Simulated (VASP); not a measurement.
# Ba3Si (Pm-3m) in VASP: further runs

Ba3Si is run at these levels: PBE, PBEsol; tasks: single point.

Everything below comes from runs of VASP 6.6.1. Logs are shortened: lines on timing, memory, paths and dates and some standing lists are left out, and cuts for length are marked.

### Step 1. The cell of the first run

It takes space group Pm-3m (No. 221, cubic). Conventional cell: a = 5.283 Å, b = 5.283 Å, c = 5.283 Å, α = 90.00°, β = 90.00°, γ = 90.00°. Ba (site symmetry 4/mmm) has 8 Ba at 3.74 Å and 4 Si at 3.74 Å within 4.9 Å. Within 4.9 Å of Si (site symmetry m-3m) lie 12 Ba at 3.74 Å.

### Step 2. Single point, PBE (volume scaled by 0.945)

INCAR

```
ALGO = Normal
EDIFF = 1E-6
ENCUT = 520
GGA = PE
ISIF = 2
ISMEAR = 0
LASPH = True
LCHARG = False
LREAL = False
LWAVE = False
NBANDS = 25
NELM = 60
PREC = Accurate
SIGMA = 0.05
```

KPOINTS

```
k-points
0
Gamma
  6 6 6
```

POSCAR

```
Ba3Si
1.0
    5.2827944499      0.0000000000      0.0000000000
    0.0000000000      5.2827944499      0.0000000000
    0.0000000000      0.0000000000      5.2827944499
Ba Si
3 1
Direct
    0.0000000000      0.5000000000      0.5000000000
    0.5000000000      0.5000000000      0.0000000000
    0.5000000000      0.0000000000      0.5000000000
    0.0000000000      0.0000000000      0.0000000000
```

Potentials or basis: VASP PAW PBE potentials, release 64 (Ba_sv, Si).

Started as:

```
> cat potpaw_PBE.64/Ba_sv/POTCAR potpaw_PBE.64/Si/POTCAR > POTCAR
> mpirun -np 1 vasp_std > vasp.out
```

OUTCAR:

```text
EDIFF = 1E-6
   ENCUT = 520
   GGA = PE
   ISIF = 2
   ISMEAR = 0
   LASPH = True
   LREAL = False
   NELM = 60
   PREC = Accurate

 ion  position               nearest neighbor table
   1  0.000  0.500  0.500-   2 3.74   3 3.74   4 3.74   2 3.74   4 3.74   3 3.74   4 3.74   4 3.74
                             2 3.74   3 3.74   2 3.74   3 3.74
   2  0.500  0.500  0.000-   1 3.74   3 3.74   4 3.74   1 3.74   3 3.74   3 3.74   4 3.74   3 3.74
                             1 3.74   4 3.74   1 3.74   4 3.74
   3  0.500  0.000  0.500-   1 3.74   2 3.74   4 3.74   2 3.74   4 3.74   1 3.74   2 3.74   2 3.74
                             1 3.74   4 3.74   4 3.74   1 3.74
   4  0.000  0.000  0.000-   1 3.74   2 3.74   3 3.74   1 3.74   3 3.74   1 3.74   2 3.74   1 3.74
                             2 3.74   3 3.74   3 3.74   2 3.74

  LATTYP: Found a simple cubic cell.
 ALAT       =     5.2827944499

  Lattice vectors:

 A1 = (   5.2827944499,   0.0000000000,   0.0000000000)
 A2 = (   0.0000000000,   5.2827944499,   0.0000000000)
 A3 = (   0.0000000000,   0.0000000000,   5.2827944499)

Analysis of symmetry for initial positions (statically):
=====================================================================
 Subroutine PRICEL returns:
 Original cell was already a primitive cell.

 Routine SETGRP: Setting up the symmetry group for a
 simple cubic supercell.

 Subroutine GETGRP returns: Found 48 space group operations
 (whereof 48 operations were pure point group operations)
 out of a pool of 48 trial point group operations.

The static configuration has the point symmetry O_h .

Analysis of symmetry for dynamics (positions and initial velocities):
=====================================================================
 Subroutine PRICEL returns:
 Original cell was already a primitive cell.

 Routine SETGRP: Setting up the symmetry group for a
 simple cubic supercell.

 Subroutine GETGRP returns: Found 48 space group operations
 (whereof 48 operations were pure point group operations)
 out of a pool of 48 trial point group operations.

The dynamic configuration has the point symmetry O_h .

 Subroutine INISYM returns: Found 48 space group operations
 (whereof 48 operations are pure point group operations),
 and found     1 'primitive' translations

----------------------------------------------------------------------------------------

                                     Primitive cell

  volume of cell :     147.4318

  direct lattice vectors                    reciprocal lattice vectors
     5.282794450  0.000000000  0.000000000     0.189293755  0.000000000  0.000000000
     0.000000000  5.282794450  0.000000000     0.000000000  0.189293755  0.000000000
     0.000000000  0.000000000  5.282794450     0.000000000  0.000000000  0.189293755

  length of vectors
     5.282794450  5.282794450  5.282794450     0.189293755  0.189293755  0.189293755

  position of ions in fractional coordinates (direct lattice)
     0.000000000  0.500000000  0.500000000
     0.500000000  0.500000000  0.000000000
     0.500000000  0.000000000  0.500000000
     0.000000000  0.000000000  0.000000000

  ion indices of the primitive-cell ions
   primitive index   ion index
                 1           1
                 2           2
                 3           3
                 4           4

----------------------------------------------------------------------------------------

 KPOINTS: k-points

Automatic generation of k-mesh.
 Grid dimensions read from file:
 generate k-points for:    6    6    6

 Generating k-lattice:

  Cartesian coordinates                     Fractional coordinates (reciprocal lattice)
     0.031548959  0.000000000  0.000000000     0.166666667  0.000000000  0.000000000
     0.000000000  0.031548959  0.000000000     0.000000000  0.166666667  0.000000000
     0.000000000  0.000000000  0.031548959     0.000000000  0.000000000  0.166666667

  Length of vectors
     0.031548959  0.031548959  0.031548959

  Shift w.r.t. Gamma in fractional coordinates (k-lattice)
     0.000000000  0.000000000  0.000000000

 Subroutine IBZKPT returns following result:
 ===========================================

 Found     20 irreducible k-points:

 Following reciprocal coordinates:
            Coordinates               Weight
  0.000000  0.000000  0.000000      1.000000
  0.166667  0.000000  0.000000      6.000000
  0.333333  0.000000  0.000000      6.000000
  0.500000  0.000000  0.000000      3.000000
  0.166667  0.166667  0.000000     12.000000
  0.333333  0.166667  0.000000     24.000000
[... 12 lines left out ...]
  0.500000  0.500000  0.333333      6.000000
  0.500000  0.500000  0.500000      1.000000
   k-points           NKPTS =     20   k-points in BZ     NKDIM =     20   number of bands    NBANDS=     25
   number of dos      NEDOS =    301   number of ions     NIONS =      4
   total plane-waves  NPLWV =  64000
   dimension x,y,z NGX =    40 NGY =   40 NGZ =   40
   dimension x,y,z NGXF=    80 NGYF=   80 NGZF=   80
   ions per type =               3   1
   NGX,Y,Z   is equivalent  to a cutoff of  12.59, 12.59, 12.59 a.u.
   NGXF,Y,Z  is equivalent  to a cutoff of  25.18, 25.18, 25.18 a.u.
 SYSTEM =  unknown system
   PREC   = accura    normal or accurate (medium, high low for compatibility)
   ISTART =      0    job   : 0-new  1-cont  2-samecut
   ICHARG =      2    charge: 1-file 2-atom 10-const
   ISPIN  =      1    spin polarized calculation?
   LNONCOLLINEAR =      F non collinear calculations
   LSORBIT =      F    spin-orbit coupling
   LASPH  =      T    aspherical Exc in radial PAW
   ENCUT  =  520.0 eV  38.22 Ry    6.18 a.u.   9.82  9.82  9.82*2*pi/ulx,y,z
   NELM   =     60;   NELMIN=  2; NELMDL= -5     # of ELM steps
   EDIFF  = 0.1E-05   stopping-criterion for ELM
   LREAL  =      F    real-space projection
   EDIFFG = 0.1E-04   stopping-criterion for IOM
   NSW    =      0    number of steps for IOM
   IBRION =     -1    ionic relax: 0-MD 1-quasi-New 2-CG
   NFREE  =      0    steps in history (QN), initial steepest desc. (CG)
   ISIF   =      2    stress and relaxation
   ISYM   =      2    0-nonsym 1-usesym 2-fastsym
   POTIM  = 0.5000    time-step for ionic-motion
   TEBEG  =    0.0;   TEEND  =   0.0 temperature during run
   PSTRESS=    0.0 pullay stress
   NELECT =      34.0000    total number of electrons
   NUPDOWN=      -1.0000    fix difference up-down
   EMIN   =  10.00;   EMAX   =-10.00  energy-range for DOS
   EFERMI =   0.00;   METHOD = LEGACY
   ISMEAR =     0;   SIGMA  =   0.05  broadening in eV -4-tet -1-fermi 0-gaus
   EFERMI_NEDOS =   21; number of points for ismear=-14 and -15
   IALGO  =     38    algorithm
   IMIX   =      4    mixing-type and parameters
     AMIX     =   0.40;   BMIX     =  1.00
     AMIX_MAG =   1.60;   BMIX_MAG =  1.00
  volume/ion in A,a.u.               =      36.86       248.73
  Fermi-wavevector in a.u.,A,eV,Ry     =   1.003932  1.897155 13.713019  1.007878
  Thomas-Fermi vector in A             =   2.136515
   LORBIT       =      0    0 simple, 1 ext, 2 COOP (PROOUT), +10 PAW based schemes
   GGA     = PE    functional components
   LHFCALC =     F    Hartree Fock is set to
   AEXX    =    0.0000 exact exchange contribution
   IVDW    =     0    specifies the selected vdW correction
   LEPSILON=     F    determine dielectric tensor
   LRPA    =     F    only Hartree local field effects (RPA)
 non-spin polarized calculation
 Gauss-broadening in eV      SIGMA  =   0.05
  energy-cutoff  :      520.00
  volume of cell :      147.43
 maximum number of plane-waves:      3990
 NGX is ok and might be reduce to    40
   NGX = 19   NGY = 19   NGZ = 19

 number of electron      33.9999996 magnetization

 Free energy of the ion-electron system (eV)
  ---------------------------------------------------
  ext. energy  EPLUGINS =         0.00000000
  ---------------------------------------------------
  free energy    TOTEN  =       -11.08245081 eV

  energy without entropy =      -11.07799452  energy(sigma->0) =      -11.08022266

 E-fermi :   3.4581     XC(G=0):  -8.9168

 val. band max:        3.4368009586   @ k =   0.1667   0.1667   0.0000
 cond. band min:       3.5084899672   @ k =   0.5000   0.3333   0.0000
 fundamental gap:      0.0716890086
 Fermi energy:         3.4581437111

 k-point     1 :       0.0000    0.0000    0.0000
  band No.  band energies     occupation
      1     -25.1793      2.00000
      2     -24.8434      2.00000
      3     -24.8434      2.00000
      4     -10.9854      2.00000
      5     -10.9854      2.00000
      6     -10.9854      2.00000
[... 17 lines left out ...]
     24       6.9833      0.00000
     25       6.9833      0.00000

 k-point     2 :       0.1667    0.0000    0.0000
  band No.  band energies     occupation
      1     -25.1600      2.00000
      2     -24.8637      2.00000
      3     -24.8430      2.00000
      4     -10.9393      2.00000
      5     -10.9393      2.00000
      6     -10.9178      2.00000
[... 17 lines left out ...]
     24       6.6130      0.00000
     25       7.3552      0.00000

 k-point     3 :       0.3333    0.0000    0.0000
  band No.  band energies     occupation
      1     -25.1099      2.00000
      2     -24.9159      2.00000
      3     -24.8423      2.00000
      4     -10.8264      2.00000
      5     -10.8264      2.00000
      6     -10.7203      2.00000
[... 440 lines left out ...]
 k-point    19 :       0.5000    0.5000    0.3333
  band No.  band energies     occupation
      1     -24.9537      2.00000
      2     -24.9534      2.00000
      3     -24.9534      2.00000
      4     -11.4563      2.00000
      5     -10.8287      2.00000
      6     -10.7434      2.00000
[... 17 lines left out ...]
     24       6.1857      0.00000
     25       6.7382      0.00000

 k-point    20 :       0.5000    0.5000    0.5000
  band No.  band energies     occupation
      1     -24.9528      2.00000
      2     -24.9528      2.00000
      3     -24.9528      2.00000
      4     -11.5498      2.00000
      5     -10.8222      2.00000
      6     -10.8222      2.00000
[... 17 lines left out ...]
     24       6.4914      0.00000
     25       6.4915      0.00000

------------------------ aborting loop because EDIFF is reached ----------------------------------------

  FORCE on cell =-STRESS in cart. coord.  units (eV):
  Direction    XX          YY          ZZ          XY          YZ          ZX
  --------------------------------------------------------------------------------------
  -------------------------------------------------------------------------------------
  Total        1.5286493      1.5286493      1.5286493      0.0000000     -0.0000000     -0.0000000
  in kB       16.6122054     16.6122054     16.6122054      0.0000000     -0.0000000     -0.0000000
  external PRESSURE =      16.6122054 kB  Pullay stress =       0.0000000 kB

 VOLUME and BASIS-vectors are now :
 -----------------------------------------------------------------------------
  energy-cutoff  :      520.00
  volume of cell :      147.43
      direct lattice vectors                 reciprocal lattice vectors
     5.282794450  0.000000000  0.000000000     0.189293755  0.000000000  0.000000000
     0.000000000  5.282794450  0.000000000     0.000000000  0.189293755  0.000000000
     0.000000000  0.000000000  5.282794450     0.000000000  0.000000000  0.189293755

 POSITION                                       TOTAL-FORCE (eV/Angst)
 -----------------------------------------------------------------------------------
      0.00000      2.64140      2.64140         0.000000      0.000000      0.000000
      2.64140      2.64140      0.00000         0.000000      0.000000      0.000000
      2.64140      0.00000      2.64140         0.000000      0.000000      0.000000
      0.00000      0.00000      0.00000         0.000000      0.000000      0.000000
 -----------------------------------------------------------------------------------
    total drift:                                0.000000     -0.000000     -0.000000

  FREE ENERGIE OF THE ION-ELECTRON SYSTEM (eV)
  ---------------------------------------------------
  free  energy   TOTEN  =       -11.0824508054 eV

  energy  without entropy=      -11.0779945204  energy(sigma->0) =      -11.08022266
```

Run time: 39 s. Hardware: 1 thread of Intel Xeon 6975P-C (Granite Rapids), shared host; peak memory 0.26 GiB.

What came out:

| Property | Result |
| --- | --- |
| Free energy | -11.0825 eV |
| Pressure | 1.7 GPa |
| Band gap on the k mesh | zero (band 17 reaches 4.19 eV, above the bottom of band 18 at 3.23 eV) |

Caveat: spin-orbit coupling is left out, which moves the levels of the heavy elements.

### Step 3. Single point, PBE (volume scaled by 0.960)

INCAR

```
  ALGO = Normal
  EDIFF = 1E-6
  ENCUT = 520
  GGA = PE
  ISIF = 2
  ISMEAR = 0
  LASPH = T
  LCHARG = F
  LREAL = F
  LWAVE = F
  NBANDS = 25
  NELM = 60
  PREC = Accurate
  SIGMA = 0.05
```

KPOINTS is that of step 2.

POSCAR

```
Ba3Si
1.0
    5.3105991434      0.0000000000      0.0000000000
    0.0000000000      5.3105991434      0.0000000000
    0.0000000000      0.0000000000      5.3105991434
Ba Si
3 1
Direct
    0.0000000000      0.5000000000      0.5000000000
    0.5000000000      0.5000000000      0.0000000000
    0.5000000000      0.0000000000      0.5000000000
    0.0000000000      0.0000000000      0.0000000000
```

Potentials or basis: VASP PAW PBE potentials, release 64 (Ba_sv, Si).

Started as:

```
> cat potpaw_PBE.64/Ba_sv/POTCAR potpaw_PBE.64/Si/POTCAR > POTCAR
> mpirun -np 1 vasp_std > vasp.out
```

It took 40 s on 1 thread of Intel Xeon 6975P-C (Granite Rapids), shared host; peak memory 0.26 GiB.

Results (log left out):

| Property | Result |
| --- | --- |
| Free energy | -11.1040 eV |
| Pressure | 1.3 GPa |
| Band gap on the k mesh | zero (band 17 reaches 4.11 eV, above the bottom of band 18 at 3.17 eV) |

Levels at points of the mesh, in eV from the Fermi level:
| k point | band 14 | band 15 | band 16 | band 17 | band 18 | band 19 | band 20 | band 21 |
| --- | --- | --- | --- | --- | --- | --- | --- | --- |
| (0.00, 0.00, 0.00) | -2.19 | -0.34 | -0.34 | -0.21 | -0.21 | -0.21 | 0.28 | 0.28 |
| (0.50, 0.00, 0.00) | -2.20 | -0.77 | -0.77 | -0.77 | 0.27 | 1.22 | 2.14 | 2.15 |
| (0.50, 0.50, 0.00) | -1.32 | -1.32 | -1.32 | 0.73 | 0.73 | 0.81 | 1.36 | 2.21 |
| (0.50, 0.50, 0.50) | -0.55 | -0.55 | -0.55 | -0.21 | -0.21 | -0.21 | 2.11 | 2.11 |

Caveat: spin-orbit coupling is left out, which moves the levels of the heavy elements.

[end of part 1 of 2]
